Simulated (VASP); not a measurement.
Runs of VASP 6.6.1 on MgS (lda). The structure is that of space group Fm-3m (No. 225), or close to it. The cells are those of the table. 

```tsv
task	cell	smearing	gap on the mesh (eV)	pressure (GPa)
single point	a = 3.627 Å, angles 60.0°, 2 atoms	gaussian 0.01 eV	2.65	-0.6
single point	a = 3.677 Å, angles 60.0°, 2 atoms	gaussian 0.1 eV	(a)	-3.7
relaxation of cell and atoms	relaxed from a = 3.677 Å, angles 60.0°, 2 atoms	gaussian 0.02 eV	2.66	0.0
single point	a = 3.627 Å, angles 60.0°, 2 atoms	gaussian 0.02 eV	2.65	-0.6
```

Alike in all rows: level LDA; potentials or basis VASP PAW LDA potentials, release 64 (Mg, S); no spin polarisation; k mesh 6 × 6 × 6; cutoff (eV) 600.

Question: Fill in the values left out.

Answer: (a) 2.56.

A k mesh can miss the band edges.
